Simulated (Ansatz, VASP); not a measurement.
**Li16H in VASP and in Ansatz**

```
Li H
1.0
     6.98000    0.00000    0.00000
     0.00000    6.98000    0.00000
     0.00000    0.00000    6.98000
Li H
16 1
Direct
  0.99508 0.97662 0.00013
  0.52201 0.01715 0.99994
  0.99486 0.52292 0.00015
  0.01056 0.98944 0.50031
  0.24240 0.25019 0.23963
  0.52198 0.48238 0.99995
  0.48041 0.00652 0.49999
  0.76680 0.24998 0.26228
  0.01054 0.51024 0.50032
  0.25237 0.75008 0.22009
  0.24224 0.25020 0.75983
  0.48025 0.49331 0.50000
  0.73005 0.74996 0.26527
  0.76702 0.24999 0.73707
  0.25269 0.75011 0.77909
  0.73012 0.74997 0.73376
  0.11718 0.74971 0.99952
```

Alike in both runs: functional PBE; k mesh 4 × 4 × 4; occupations gaussian, width 0.05 eV; no spin polarisation.

Ansatz relaxed the structure, and its values are those at the end. VASP's run is a single point on that final structure, the one shown.

|  | VASP | Ansatz |
| --- | --- | --- |
| version | VASP 6.6.1 | Ansatz 0.2.0 |
| potentials or method | VASP PAW PBE potentials, release 64 (Li_sv, H), cutoff 520 eV | scalar-relativistic, plane waves, PAW |
| valence electrons in the cell | 49 | 49 |

|  | VASP | Ansatz | Ansatz less VASP |
| --- | --- | --- | --- |
| rms of the force components (eV/Å) | 0.005 | 0.005 | 0.0000 |

Noted on VASP's run: the cutoff is under 1.25 times that of the potentials, so the pressure is a little rough.
